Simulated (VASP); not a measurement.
# BN (R3m) in VASP: notebook

BN is run at these levels: r2SCAN+D4; tasks: single point.

All numbers are computed with VASP 6.6.1; they aren't measurements. Logs are shortened: lines on timing, memory, paths and dates and some standing lists are left out, and cuts for length are marked.

## Step 1: The cell of the first run

The structure is trigonal, space group R3m (No. 160). Conventional cell: a = 2.451 Å, b = 2.451 Å, c = 9.912 Å, α = 90.00°, β = 90.00°, γ = 120.00°. Within 1.9 Å of B (site symmetry 3m) lie 3 N at 1.42 Å. Within 1.9 Å of N (site symmetry 3m) lie 3 B at 1.42 Å.

## Step 2: Single point, r2SCAN+D4

POSCAR reads:

```
BN
1.0
    1.2255817315      0.7075893318      3.3040792920
   -1.2255817315      0.7075893318      3.3040792920
    0.0000000000     -1.4151796433      3.3040792920
B N
1 1
Direct
    0.9996710000      0.9996710000      0.9996710000
    0.3327620000      0.3327620000      0.3327620000
```

INCAR.step1 reads:

```
PREC     = Accurate       # precision mode
ENCUT    = 520            # plane-wave cutoff, eV
ISMEAR   = 0              # smearing method
SIGMA    = 0.01           # smearing width, eV
LREAL    = False          # projectors in reciprocal space
LASPH    = True           # aspherical terms in the spheres
NELM     = 80             # most SCF steps
NBANDS   = 11             # bands
GGA      = PE             # functional
ALGO     = Normal         # electronic algorithm
EDIFF    = 1E-4           # SCF threshold, eV
LWAVE    = True           # write WAVECAR
LCHARG   = False          # write CHGCAR
```

INCAR.step2 reads:

```
PREC     = Accurate       # precision mode
ENCUT    = 520            # plane-wave cutoff, eV
EDIFF    = 1E-6           # SCF threshold, eV
ISMEAR   = 0              # smearing method
SIGMA    = 0.01           # smearing width, eV
LREAL    = False          # projectors in reciprocal space
LASPH    = True           # aspherical terms in the spheres
NELM     = 80             # most SCF steps
ALGO     = Normal         # electronic algorithm
ISIF     = 2              # what is computed and relaxed
LWAVE    = False          # write WAVECAR
LCHARG   = False          # write CHGCAR
METAGGA  = R2SCAN         # meta-GGA
LMIXTAU  = True         
IVDW     = 13             # dispersion correction
VDW_S6   = 1.0          
VDW_S8   = 0.6018749    
VDW_A1   = 0.51559235   
VDW_A2   = 5.77342911   
NBANDS   = 11             # bands
ISTART   = 1
```

KPOINTS reads:

```
Automatic mesh
0
Gamma
  10 10 10
```

Potentials or basis: VASP PAW PBE potentials, release 64 (B, N).

The run is started by

```sh
$ cat potpaw_PBE.64/B/POTCAR potpaw_PBE.64/N/POTCAR > POTCAR
$ cp INCAR.step1 INCAR
$ mpirun -np 1 vasp_std > vasp.out
$ cp INCAR.step2 INCAR
$ mpirun -np 1 vasp_std > vasp.out
```

OUTCAR:

```text
PREC = Accurate
   ENCUT = 520
   EDIFF = 1E-6
   ISMEAR = 0
   LREAL = False
   LASPH = True
   NELM = 80
   ISIF = 2
   METAGGA = R2SCAN
   IVDW = 13
   ISTART = 1

 ion  position               nearest neighbor table
   1  1.000  1.000  1.000-   2 1.42   2 1.42   2 1.42
   2  0.333  0.333  0.333-   1 1.42   1 1.42   1 1.42

  LATTYP: Found a trigonal (rhomboedric) cell.
 ALAT       =     3.5943946933
 COS(alpha) =     0.7674785490

  Lattice vectors:

 A1 = (   1.2255817315,   0.7075893318,   3.3040792920)
 A2 = (  -1.2255817315,   0.7075893318,   3.3040792920)
 A3 = (   0.0000000000,  -1.4151796433,   3.3040792920)

Analysis of symmetry for initial positions (statically):
=====================================================================
 Subroutine PRICEL returns:
 Original cell was already a primitive cell.

 Routine SETGRP: Setting up the symmetry group for a
 trigonal (rhombohedral) supercell.

 Subroutine GETGRP returns: Found  6 space group operations
 (whereof  6 operations were pure point group operations)
 out of a pool of 12 trial point group operations.

The static configuration has the point symmetry C_3v.

Analysis of symmetry for dynamics (positions and initial velocities):
=====================================================================
 Subroutine PRICEL returns:
 Original cell was already a primitive cell.

 Routine SETGRP: Setting up the symmetry group for a
 trigonal (rhombohedral) supercell.

 Subroutine GETGRP returns: Found  6 space group operations
 (whereof  6 operations were pure point group operations)
 out of a pool of 12 trial point group operations.

The dynamic configuration has the point symmetry C_3v.

 Subroutine INISYM returns: Found  6 space group operations
 (whereof  6 operations are pure point group operations),
 and found     1 'primitive' translations

----------------------------------------------------------------------------------------

                                     Primitive cell

  volume of cell :      17.1920

  direct lattice vectors                    reciprocal lattice vectors
     1.225581731  0.707589332  3.304079292     0.407969528  0.235541411  0.100885415
    -1.225581731  0.707589332  3.304079292    -0.407969528  0.235541411  0.100885415
     0.000000000 -1.415179643  3.304079292     0.000000000 -0.471082822  0.100885345

  length of vectors
     3.594394693  3.594394693  3.594394718     0.481764215  0.481764215  0.481764339

  position of ions in fractional coordinates (direct lattice)
     0.999671000  0.999671000  0.999671000
     0.332762000  0.332762000  0.332762000

  ion indices of the primitive-cell ions
   primitive index   ion index
                 1           1
                 2           2

----------------------------------------------------------------------------------------

 KPOINTS: Automatic mesh

Automatic generation of k-mesh.
 Grid dimensions read from file:
 generate k-points for:   10   10   10

 Generating k-lattice:

  Cartesian coordinates                     Fractional coordinates (reciprocal lattice)
     0.040796953  0.023554141  0.010088541     0.100000000  0.000000000 -0.000000000
    -0.040796953  0.023554141  0.010088541     0.000000000  0.100000000 -0.000000000
     0.000000000 -0.047108282  0.010088535    -0.000000000 -0.000000000  0.100000000

  Length of vectors
     0.048176421  0.048176421  0.048176434

  Shift w.r.t. Gamma in fractional coordinates (k-lattice)
     0.000000000  0.000000000  0.000000000

 Subroutine IBZKPT returns following result:
 ===========================================

 Found    116 irreducible k-points:

 Following reciprocal coordinates:
            Coordinates               Weight
  0.000000  0.000000  0.000000      1.000000
  0.100000  0.000000 -0.000000      6.000000
  0.200000  0.000000 -0.000000      6.000000
  0.300000 -0.000000  0.000000      6.000000
  0.400000 -0.000000  0.000000      6.000000
  0.500000 -0.000000 -0.000000      3.000000
[... 16 lines left out ...]
  0.300000  0.300000  0.000000      6.000000
  0.400000  0.300000  0.000000     12.000000
 [... further k-points ...]
   k-points           NKPTS =    116   k-points in BZ     NKDIM =    116   number of bands    NBANDS=     11
   number of dos      NEDOS =    301   number of ions     NIONS =      2
   total plane-waves  NPLWV =  21952
   dimension x,y,z NGX =    28 NGY =   28 NGZ =   28
   dimension x,y,z NGXF=    56 NGYF=   56 NGZF=   56
   ions per type =               1   1
   NGX,Y,Z   is equivalent  to a cutoff of  12.95, 12.95, 12.95 a.u.
   NGXF,Y,Z  is equivalent  to a cutoff of  25.90, 25.90, 25.90 a.u.
 SYSTEM =  unknown system
   PREC   = accura    normal or accurate (medium, high low for compatibility)
   ISTART =      1    job   : 0-new  1-cont  2-samecut
   ICHARG =      0    charge: 1-file 2-atom 10-const
   ISPIN  =      1    spin polarized calculation?
   LNONCOLLINEAR =      F non collinear calculations
   LSORBIT =      F    spin-orbit coupling
   LASPH  =      T    aspherical Exc in radial PAW
   ENCUT  =  520.0 eV  38.22 Ry    6.18 a.u.   6.68  6.68  6.68*2*pi/ulx,y,z
   NELM   =     80;   NELMIN=  2; NELMDL=  0     # of ELM steps
   EDIFF  = 0.1E-05   stopping-criterion for ELM
   LREAL  =      F    real-space projection
   EDIFFG = 0.1E-04   stopping-criterion for IOM
   NSW    =      0    number of steps for IOM
   IBRION =     -1    ionic relax: 0-MD 1-quasi-New 2-CG
   NFREE  =      0    steps in history (QN), initial steepest desc. (CG)
   ISIF   =      2    stress and relaxation
   ISYM   =      2    0-nonsym 1-usesym 2-fastsym
   POTIM  = 0.5000    time-step for ionic-motion
   TEBEG  =    0.0;   TEEND  =   0.0 temperature during run
   PSTRESS=    0.0 pullay stress
   NELECT =       8.0000    total number of electrons
   NUPDOWN=      -1.0000    fix difference up-down
   EMIN   =  10.00;   EMAX   =-10.00  energy-range for DOS
   EFERMI =   0.00;   METHOD = LEGACY
   ISMEAR =     0;   SIGMA  =   0.01  broadening in eV -4-tet -1-fermi 0-gaus
   EFERMI_NEDOS =   21; number of points for ismear=-14 and -15
   IALGO  =     38    algorithm
   IMIX   =      4    mixing-type and parameters
     AMIX     =   0.40;   BMIX     =  1.00
     AMIX_MAG =   1.60;   BMIX_MAG =  1.00
  volume/ion in A,a.u.               =       8.60        58.01
  Fermi-wavevector in a.u.,A,eV,Ry     =   1.268614  2.397334 21.896982  1.609383
  Thomas-Fermi vector in A             =   2.401700
   LORBIT       =      0    0 simple, 1 ext, 2 COOP (PROOUT), +10 PAW based schemes
   METAGGA = R2SCAN    functional components
   LHFCALC =     F    Hartree Fock is set to
   AEXX    =    0.0000 exact exchange contribution
   IVDW    =    13    specifies the selected vdW correction
   LEPSILON=     F    determine dielectric tensor
   LRPA    =     F    only Hartree local field effects (RPA)
 non-spin polarized calculation
 Gauss-broadening in eV      SIGMA  =   0.01
  energy-cutoff  :      520.00
  volume of cell :       17.19
 maximum number of plane-waves:       474
   NGX = 13   NGY = 13   NGZ = 13

 number of electron       8.0000000 magnetization

 Free energy of the ion-electron system (eV)
  ---------------------------------------------------
  ext. energy  EPLUGINS =         0.00000000
  ---------------------------------------------------
  free energy    TOTEN  =       -19.24048425 eV

  energy without entropy =      -19.24048425  energy(sigma->0) =      -19.24048425

 E-fermi :   2.4239     XC(G=0): -10.9181

 val. band max:        2.3513841136   @ k =  -0.3000   0.3000   0.0000
 cond. band min:       7.2211359905   @ k =   0.5000   0.5000  -0.0000
 fundamental gap:      4.8697518769
 Fermi energy:         2.4239045026

 k-point     1 :       0.0000    0.0000    0.0000
  band No.  band energies     occupation
      1     -16.8690      2.00000
      2      -2.2145      2.00000
      3       1.0756      2.00000
      4       1.0756      2.00000
      5       7.9693      0.00000
      6      15.2798      0.00000
      7      15.2798      0.00000
      8      17.5708      0.00000
      9      19.2285      0.00000
     10      30.9367      0.00000
     11      32.8336      0.00000

 k-point     2 :       0.1000    0.0000   -0.0000
  band No.  band energies     occupation
      1     -16.6531      2.00000
      2      -1.9798      2.00000
      3       0.2111      2.00000
      4       0.6739      2.00000
      5       8.3879      0.00000
      6      15.2083      0.00000
      7      16.2236      0.00000
      8      16.7546      0.00000
      9      19.8869      0.00000
     10      29.7837      0.00000
     11      31.3430      0.00000

 k-point     3 :       0.2000    0.0000   -0.0000
  band No.  band energies     occupation
      1     -16.0227      2.00000
      2      -1.8527      2.00000
      3      -1.2772      2.00000
      4      -0.2279      2.00000
      5       9.4757      0.00000
      6      14.6763      0.00000
      7      15.1266      0.00000
      8      18.7062      0.00000
      9      21.2985      0.00000
     10      26.3536      0.00000
     11      28.8553      0.00000
[... 267 lines left out ...]
 k-point    23 :       0.3000    0.3000    0.0000
  band No.  band energies     occupation
      1     -14.9924      2.00000
      2      -4.1667      2.00000
      3      -1.1905      2.00000
      4      -0.7259      2.00000
      5      10.6065      0.00000
      6      13.0055      0.00000
      7      15.1804      0.00000
      8      21.9751      0.00000
      9      22.7909      0.00000
     10      24.0761      0.00000
     11      29.9827      0.00000

 k-point    24 :       0.4000    0.3000    0.0000
  band No.  band energies     occupation
      1     -14.2964      2.00000
      2      -5.2312      2.00000
      3      -2.1300      2.00000
      4      -0.0002      2.00000
      5       9.5762      0.00000
      6      13.9399      0.00000
      7      15.9942      0.00000
      8      21.5603      0.00000
      9      22.2896      0.00000
     10      25.4390      0.00000
     11      29.0170      0.00000

 [... further k-points ...]

------------------------ aborting loop because EDIFF is reached ----------------------------------------

  DFT-D4 for vdW energy calculation

  Edisp (eV):   -0.14290

  FORCE on cell =-STRESS in cart. coord.  units (eV):
  Direction    XX          YY          ZZ          XY          YZ          ZX
  --------------------------------------------------------------------------------------
  -------------------------------------------------------------------------------------
  Total       2.58671     2.58671    -0.05372     0.00000     0.00000    -0.00000
  in kB     241.06442   241.06422    -5.00675     0.00000     0.00000    -0.00000
  external pressure =      159.04 kB  Pullay stress =        0.00 kB

 VOLUME and BASIS-vectors are now :
 -----------------------------------------------------------------------------
  energy-cutoff  :      520.00
  volume of cell :       17.19
      direct lattice vectors                 reciprocal lattice vectors
     1.225581731  0.707589332  3.304079292     0.407969528  0.235541411  0.100885415
    -1.225581731  0.707589332  3.304079292    -0.407969528  0.235541411  0.100885415
     0.000000000 -1.415179643  3.304079292     0.000000000 -0.471082822  0.100885345

 POSITION                                       TOTAL-FORCE (eV/Angst)
 -----------------------------------------------------------------------------------
      0.00000     -0.00000      9.90898         0.000000      0.000000     -0.003525
      0.00000     -0.00000      3.29842         0.000000     -0.000000      0.003525
 -----------------------------------------------------------------------------------
    total drift:                                0.000000      0.000023      0.000112

  FREE ENERGIE OF THE ION-ELECTRON SYSTEM (eV)
  ---------------------------------------------------
  free  energy   TOTEN  =       -19.3833834290 eV

  energy  without entropy=      -19.3833834290  energy(sigma->0) =      -19.38338343
```

Run time: 3.4 min. Hardware: 1 thread of Intel Xeon 8259CL, shared host; peak memory 0.17 GiB.

What came out:

```
Free energy                : -19.3834 eV
Pressure                   : 15.9 GPa
Largest force              : 0.004 eV/Å
Band gap on the k mesh     : 4.87 eV (least direct gap 5.78 eV)
Dispersion energy per atom : -0.071 eV
```

Forces on the atoms (eV/Å):
```
B    0.000  0.000 -0.004
N    0.000  0.000  0.004
```

Stress tensor (GPa, compression positive):
```
24.11  0.00  0.00
 0.00 24.11  0.00
 0.00  0.00 -0.50
```

Caveat: the cell stands under pressure; the PAW data sets were made with another functional, which shifts forces and pressure a little. A k mesh can miss the band edges.

## Step 3: Single point, r2SCAN+D4

This run uses another cell than the first one, of 8.78 Å³/atom.

POSCAR reads:

```
BN
1.0
    1.2342128731      0.7125725195      3.3273482227
   -1.2342128731      0.7125725195      3.3273482227
    0.0000000000     -1.4251460255      3.3273482227
B N
1 1
Direct
    0.9996710000      0.9996710000      0.9996710000
    0.3327620000      0.3327620000      0.3327620000
```

INCAR.step1 reads:

```
SYSTEM = BN
  ALGO = Normal
  EDIFF = 1E-4
  ENCUT = 520
  GGA = PE
  ISMEAR = 0
  LASPH = .True.
  LCHARG = .False.
  LREAL = .False.
  LWAVE = .True.
  NBANDS = 11
  NELM = 100
  PREC = Accurate
  SIGMA = 0.01
```

INCAR.step2 reads:

```
SYSTEM = BN
  ALGO = Normal
  EDIFF = 1E-7
  ENCUT = 520
  ISIF = 2
  ISMEAR = 0
  ISTART = 1
  IVDW = 13
  LASPH = .True.
  LCHARG = .False.
  LMIXTAU = .True.
  LREAL = .False.
  LWAVE = .False.
  METAGGA = R2SCAN
  NBANDS = 11
  NELM = 100
  PREC = Accurate
  SIGMA = 0.01
  VDW_A1 = 0.51559235
  VDW_A2 = 5.77342911
  VDW_S6 = 1.0
  VDW_S8 = 0.6018749
```

KPOINTS reads:

```
k-points
0
Gamma
  10 10 10
  0 0 0
```

Potentials or basis: VASP PAW PBE potentials, release 64 (B, N).

The run is started by

```sh
$ cat potpaw_PBE.64/B/POTCAR potpaw_PBE.64/N/POTCAR > POTCAR
$ cp INCAR.step1 INCAR
$ mpirun -np 1 vasp_std > vasp.out
$ cp INCAR.step2 INCAR
$ mpirun -np 1 vasp_std > vasp.out
```

OUTCAR:

```text
SYSTEM = BN
   EDIFF = 1E-7
   ENCUT = 520
   ISIF = 2
   ISMEAR = 0
   ISTART = 1
   IVDW = 13
   LASPH = .True.
   LREAL = .False.
   METAGGA = R2SCAN
   NELM = 100
   PREC = Accurate

 ion  position               nearest neighbor table
   1  1.000  1.000  1.000-   2 1.43   2 1.43   2 1.43
   2  0.333  0.333  0.333-   1 1.43   1 1.43   1 1.43

  LATTYP: Found a trigonal (rhomboedric) cell.
 ALAT       =     3.6197081660
 COS(alpha) =     0.7674785490

  Lattice vectors:

 A1 = (   1.2342128731,   0.7125725195,   3.3273482227)
[... 523 lines left out ...]

  DFT-D4 for vdW energy calculation

  Edisp (eV):   -0.14043

  FORCE on cell =-STRESS in cart. coord.  units (eV):
  Direction    XX          YY          ZZ          XY          YZ          ZX
  --------------------------------------------------------------------------------------
  -------------------------------------------------------------------------------------
  Total       1.64449     1.64449    -0.07525     0.00000     0.00000     0.00000
  in kB     150.06274   150.06262    -6.86698     0.00000     0.00000     0.00000
  external pressure =       97.75 kB  Pullay stress =        0.00 kB

 VOLUME and BASIS-vectors are now :
 -----------------------------------------------------------------------------
  energy-cutoff  :      520.00
  volume of cell :       17.56
      direct lattice vectors                 reciprocal lattice vectors
     1.234212873  0.712572520  3.327348223     0.405116500  0.233894215  0.100179899
    -1.234212873  0.712572520  3.327348223    -0.405116500  0.233894215  0.100179899
     0.000000000 -1.425146025  3.327348223     0.000000000 -0.467788429  0.100179830

 POSITION                                       TOTAL-FORCE (eV/Angst)
 -----------------------------------------------------------------------------------
      0.00000     -0.00000      9.97876         0.000000      0.000000     -0.005142
      0.00000     -0.00000      3.32165         0.000000     -0.000000      0.005142
 -----------------------------------------------------------------------------------
    total drift:                                0.000000      0.000023      0.000089

  FREE ENERGIE OF THE ION-ELECTRON SYSTEM (eV)
  ---------------------------------------------------
  free  energy   TOTEN  =       -19.4131632923 eV

  energy  without entropy=      -19.4131632923  energy(sigma->0) =      -19.41316329
```

OUTCAR.step1:

```text
SYSTEM = BN
   EDIFF = 1E-4
   ENCUT = 520
   GGA = PE
   ISMEAR = 0
   LASPH = .True.
   LREAL = .False.
[... 557 lines left out ...]
      0.00000     -0.00000      9.97876        -0.000000     -0.000000      0.000056
      0.00000     -0.00000      3.32165         0.000000      0.000000     -0.000056
 -----------------------------------------------------------------------------------
    total drift:                                0.000000      0.000022     -0.000093

  FREE ENERGIE OF THE ION-ELECTRON SYSTEM (eV)
  ---------------------------------------------------
  free  energy   TOTEN  =       -17.5398610724 eV

  energy  without entropy=      -17.5398610724  energy(sigma->0) =      -17.53986107
```

It took 4 min on 1 thread of Intel Xeon 8259CL, shared host; peak memory 0.17 GiB.

What came out:

```
Free energy                : -19.4132 eV
Pressure                   : 9.8 GPa
Largest force              : 0.005 eV/Å
Band gap on the k mesh     : 4.85 eV (least direct gap 5.72 eV)
Dispersion energy per atom : -0.070 eV
```

Forces in eV/Å, atoms in the order of the input:
```
B    0.000  0.000 -0.005
N    0.000  0.000  0.005
```

Levels at points of the mesh, in eV from the valence-band top:
| k point | band 1 | band 2 | band 3 | band 4 | band 5 | band 6 | band 7 | band 8 |
| --- | --- | --- | --- | --- | --- | --- | --- | --- |
| (0.00, 0.00, 0.00) | -19.08 | -4.48 | -1.30 | -1.30 | 5.58 | 12.75 | 12.75 | 14.93 |
| (0.50, 0.00, 0.00) | -15.66 | -9.50 | -4.32 | -0.65 | 6.03 | 11.03 | 14.01 | 16.05 |
| (0.50, 0.50, 0.00) | -15.59 | -9.37 | -4.38 | -1.28 | 4.85 | 11.03 | 15.39 | 19.00 |
| (0.50, 0.50, 0.50) | -18.80 | -6.60 | -1.32 | -1.32 | 11.13 | 12.67 | 12.67 | 13.82 |

Caveat: the cell stands under pressure; the PAW data sets were made with another functional, which shifts forces and pressure a little.
